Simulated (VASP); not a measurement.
**V4SiSe8: single point with PBEsol**

Crystal: V4SiSe8.

```xyz
13
Lattice="0.0000 5.0365 5.0365 5.0365 0.0000 5.0365 5.0365 5.0365 0.0000" Properties=species:S:1:pos:R:3 pbc="T T T"
Si    0.0000    0.0000    0.0000
V     6.0780    6.0780    6.0780
V     6.0780    3.9949    3.9949
V     3.9949    3.9949    6.0780
V     3.9949    6.0780    3.9949
Se    3.7048    3.7048    3.7048
Se    3.7048    6.3681    6.3681
Se    6.3681    6.3681    3.7048
Se    6.3681    3.7048    6.3681
Se    8.7000    8.7000    8.7000
Se    8.7000    6.4094    6.4094
Se    6.4094    6.4094    8.7000
Se    6.4094    8.7000    6.4094
```

| Property | Result |
| --- | --- |
| Program | VASP 6.6.1 |
| Task | single point |
| Functional | PBEsol |
| Potentials or basis | VASP PAW PBE potentials, release 64 (Si, V_sv, Se) |
| Cutoff | 520 eV |
| k mesh | 6 × 6 × 6 |
| Occupations | fermi-dirac, width 0.1352 eV |
| Spin | no spin polarisation |
| Dipole correction | no |
| Further INCAR settings | ALGO = Normal; EDIFF = 1e-06; NBANDS = 64 |

```json
{
  "Pressure": "-3.2 GPa",
  "Largest force": "0.799 eV/Å",
  "Band gap on the k mesh": "zero (bands 52 and 53 overlap by 0.06 eV)"
}
```

Forces in eV/Å, atoms in the order of the input:
```
Si   0.000  0.000  0.000
V   -0.461 -0.461 -0.461
V   -0.461  0.461  0.461
V    0.461  0.461 -0.461
V    0.461 -0.461  0.461
Se   0.111  0.111  0.111
Se   0.111 -0.111 -0.111
Se  -0.111 -0.111  0.111
Se  -0.111  0.111 -0.111
Se   0.053  0.053  0.053
Se   0.053 -0.053 -0.053
Se  -0.053 -0.053  0.053
Se  -0.053  0.053 -0.053
```

Levels at points of the mesh, in eV from the Fermi level:
| k point | band 50 | band 51 | band 52 | band 53 | band 54 | band 55 |
| --- | --- | --- | --- | --- | --- | --- |
| (0.00, 0.00, 0.00) | -0.77 | -0.77 | -0.01 | -0.01 | -0.01 | 0.16 |
| (0.50, 0.00, 0.00) | -0.43 | -0.43 | -0.06 | 0.11 | 0.11 | 0.45 |
| (0.50, 0.50, 0.00) | -0.29 | -0.29 | -0.29 | 0.25 | 0.25 | 0.77 |

Run time: 11 min on 1 thread of Oxide Virtual Turin-like Processor (shared host), peak memory 0.5 GiB.

Caveat: the cell stands under tension; the PAW data sets were made with another functional, which shifts forces and pressure a little; the run has no spin polarisation, though such a crystal can be magnetic. With open d or f shells a metallic result of PBEsol can be an artefact of self-interaction; +U or a hybrid may open a gap.
